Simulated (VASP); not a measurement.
# NaI: single point with r2SCAN

The system is NaI.

```xyz
2
Lattice="0.0000 3.3335 3.3335 3.3335 0.0000 3.3335 3.3335 3.3335 0.0000" Properties=species:S:1:pos:R:3 pbc="T T T"
Na    0.0000    0.0000    0.0000
I     3.3335    3.3335    3.3335
```

This cell differs from its parent crystal: strain +0.030 along x and y, +0.030 along z.

| Quantity | Value |
| --- | --- |
| Program | VASP 6.6.1 |
| Task | single point |
| Functional | r2SCAN |
| Potentials or basis | VASP PAW PBE potentials, release 64 (Na_pv, I) |
| Cutoff | 520 eV |
| k mesh | 6 × 6 × 6 |
| Occupations | gaussian, width 0.05 eV |
| Spin | no spin polarisation |
| Dipole correction | no |
| Further INCAR settings | ALGO = Normal; EDIFF = 1e-06; NBANDS = 14 |

```yaml
Pressure: -1.3 GPa
Band_gap_on_the_k_mesh: 4.19 eV
```

Levels at points of the mesh, in eV from the valence-band top:
```csv
k point,band 5,band 6,band 7,band 8,band 9,band 10
"(0.00, 0.00, 0.00)",0.00,0.00,0.00,4.19,8.46,8.46
"(0.50, 0.00, 0.00)",-1.89,-0.25,-0.25,5.65,7.99,7.99
"(0.50, 0.50, 0.00)",-1.66,-0.65,-0.65,5.16,6.16,10.14
```

Wall time 29 s on 1 thread of Intel(R) Xeon(R) 6975P-C (Granite Rapids), with other jobs on the host, peak memory 0.21 GiB.

Caveat: the cell differs from its parent crystal (strain +0.030 along x and y, +0.030 along z); the PAW data sets were made with another functional, which shifts forces and pressure a little; spin-orbit coupling is left out, which moves the levels of the heavy elements.
